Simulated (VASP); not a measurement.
AlFe:

```
Fe Al
1.0
     2.87067    0.00000    0.00000
     0.00000    2.87067    0.00000
     0.00000    0.00000    2.87067
Fe Al
1 1
Direct
  0.50000 0.50000 0.50000
  0.00000 0.00000 0.00000
```

Base run:

```yaml
Program: VASP 6.6.1
Functional: PBE
Potentials_or_basis: VASP PAW PBE potentials, release 64 (Fe, Al)
Cutoff: 520 eV
k_mesh: 9 × 9 × 9
Occupations: fermi-dirac, width 0.05 eV
Spin: collinear spin, ferromagnetic start
Starting_moments: "[3.0, 0.0] μB"
```

Its results: pressure 0.5 GPa; net moment 0.62 μB per cell; site moments Fe +0.66; Al -0.02 μB.

The run is repeated on the same cell with these changes: functional from PBE to PBEsol; further incar settings from ALGO = Normal; EDIFF = 1e-07; NBANDS = 16 to ALGO = Normal; EDIFF = 1e-06; NBANDS = 16. What comes out?

Pressure -4.8 GPa; net moment 0.62 μB per cell; site moments Fe +0.66; Al -0.02 μB.

Caveats: the PAW data sets were made with another functional, which shifts forces and pressure a little (some runs).
